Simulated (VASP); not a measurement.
Wanted: the native input for a VASP 6.6.1 run.

```yaml
Task: single point
Functional: LDA
Potentials_or_basis: VASP PAW LDA potentials, release 64 (Ba_sv, Hg_sv_GW)
Cutoff: 550 eV
k_mesh: 6 × 6 × 2
Occupations: gaussian, width 0.1 eV
Spin: no spin polarisation
Dipole_correction: no
Further_INCAR_settings: ALGO = Normal; EDIFF = 1e-06; NBANDS = 38
```

The structure of BaHg lies in POSCAR:

```
BaHg
1.0
    4.3259015860      0.0000000000      0.0000000000
   -2.1629507930      3.7463406678      0.0000000000
    0.0000000000      0.0000000000     10.7046208284
Ba Hg
2 2
Direct
    0.3333333333      0.6666666667      0.0341561070
    0.6666666667      0.3333333333      0.5341561070
    0.3333333333      0.6666666667      0.3408438930
    0.6666666667      0.3333333333      0.8408438930
```

The input as run:

INCAR

```
SYSTEM = BaHg
  ALGO = Normal
  EDIFF = 1E-6
  ENCUT = 550
  GGA_COMPAT = .FALSE.
  ISIF = 2
  ISMEAR = 0
  LASPH = .TRUE.
  LCHARG = .FALSE.
  LREAL = .FALSE.
  LWAVE = .FALSE.
  NBANDS = 38
  NELM = 120
  PREC = Accurate
  SIGMA = 0.1
```

KPOINTS

```
k-points
0
G
  6 6 2
  0 0 0
```

Potentials or basis: VASP PAW LDA potentials, release 64 (Ba_sv, Hg_sv_GW).

The run is started by

```bash
$ cat potpaw_LDA.64/Ba_sv/POTCAR potpaw_LDA.64/Hg_sv_GW/POTCAR > POTCAR
$ mpirun -np 1 vasp_std > vasp.out
```

It gave:

| Quantity | Value |
| --- | --- |
| Pressure | -0.1 GPa |
| Largest force | 0.019 eV/Å |
| Band gap on the k mesh | zero (bands 30 and 31 overlap by 0.09 eV) |

Caveat: spin-orbit coupling is left out, which moves the levels of the heavy elements.

Run time: 3 min on 1 thread of AMD EPYC 7R43 64-Core Processor (Zen 3), on a shared host, peak memory 0.27 GiB.
